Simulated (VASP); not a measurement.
Wanted: the native input for a VASP 6.6.1 run.

```yaml
Task: single point
Functional: PBE
Potentials_or_basis: VASP PAW PBE potentials, release 64 (Al, In_d, Sb)
Cutoff: 520 eV
k_mesh: 12 × 12 × 12
Occupations: gaussian, width 0.1 eV
Spin: no spin polarisation
Dipole_correction: no
Further_INCAR_settings: ALGO = Normal; EDIFF = 1e-06; NBANDS = 31
```

The structure of AlIn2Sb3 lies in POSCAR:

```
AlIn2Sb3
1.0
   -2.2941278000      2.2941278000      9.7593022000
    2.2941278000     -2.2941278000      9.7593022000
    2.2941278000      2.2941278000     -9.7593022000
Al In Sb
1 2 3
Direct
    0.5000000000      0.5000000000      0.0000000000
    0.8367700000      0.8367700000      0.0000000000
    0.1632300000      0.1632300000      0.0000000000
    0.5757470000      0.0757470000      0.5000000000
    0.2500000000      0.7500000000      0.5000000000
    0.9242530000      0.4242530000      0.5000000000
```

These files were run (other wordings do the same):

INCAR

```
  ALGO = Normal
  EDIFF = 1E-6
  ENCUT = 520
  GGA = PE
  ISIF = 2
  ISMEAR = 0
  LASPH = T
  LCHARG = T
  LELF = T
  LREAL = F
  LVHAR = T
  LWAVE = F
  NBANDS = 31
  NELM = 60
  PREC = Accurate
  SIGMA = 0.1
```

KPOINTS

```
k-points
0
Gamma
  12 12 12
```

Potentials or basis: VASP PAW PBE potentials, release 64 (Al, In_d, Sb).

Command:

```console
$ cat potpaw_PBE.64/Al/POTCAR potpaw_PBE.64/In_d/POTCAR potpaw_PBE.64/Sb/POTCAR > POTCAR
$ mpirun -np 1 vasp_std > vasp.out
```

Results of the run:

```json
{"Pressure": "0.0 GPa", "Largest force": "0.021 eV/Å", "Band gap on the k mesh": "zero (filled and empty bands touch)"}
```

Caveat: semilocal functionals underestimate gaps, so a narrow gap can read as zero; spin-orbit coupling is left out, which moves the levels of the heavy elements.

It took 45 min on 1 thread of Intel(R) Xeon(R) 6975P-C (Granite Rapids) (shared host), peak memory 1.6 GiB.
